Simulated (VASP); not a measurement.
Here is a VASP 6.6.1 calculation.

File POSCAR:

```
PbSe
1.0
    5.1741302537      0.0000000000      0.0000000000
   -2.5870651268      4.4809282423      0.0000000000
    0.0000000000      0.0000000000      6.2132838629
Pb Se
2 2
Direct
    0.3333333333      0.6666666667      0.2500000000
    0.6666666667      0.3333333333      0.7500000000
    0.6666666667      0.3333333333      0.2500000000
    0.3333333333      0.6666666667      0.7500000000
```

Contents of INCAR.step1:

```
SYSTEM = PbSe
PREC = Accurate ; ENCUT = 520
ISMEAR = 0 ; SIGMA = 0.5
LREAL = .False. ; LASPH = .True.
NELM = 80 ; NBANDS = 28
GGA = PE ; ALGO = Normal
EDIFF = 1E-4 ; LWAVE = .True.
LCHARG = .False.
```

Contents of INCAR.step2:

```
SYSTEM = PbSe
PREC = Accurate ; ENCUT = 520
EDIFF = 1E-6 ; ISMEAR = 0
SIGMA = 0.5 ; LREAL = .False.
LASPH = .True. ; NELM = 80
ALGO = Normal ; ISIF = 2
LWAVE = .False. ; LCHARG = .True.
METAGGA = R2SCAN ; LMIXTAU = .True.
LELF = .True. ; LVHAR = .True.
NBANDS = 28 ; ISTART = 1
```

The input KPOINTS:

```
Automatic mesh
0
Gamma
  6 6 4
  0 0 0
```

Potentials or basis: VASP PAW PBE potentials, release 64 (Pb_d, Se).

Command:

```sh
$ cat potpaw_PBE.64/Pb_d/POTCAR potpaw_PBE.64/Se/POTCAR > POTCAR
$ cp INCAR.step1 INCAR
$ mpirun -np 1 vasp_std > vasp.out
$ cp INCAR.step2 INCAR
$ mpirun -np 1 vasp_std > vasp.out
```

(1) What does it give for the pressure?

(2) Estimate the band gap on the k mesh.

## Answers

(1) 0.0 GPa.

(2) 1.48 eV.

Caveat: so wide a smearing shifts energies and pressures; the PAW data sets were made with another functional, which shifts forces and pressure a little; spin-orbit coupling is left out, which moves the levels of the heavy elements.
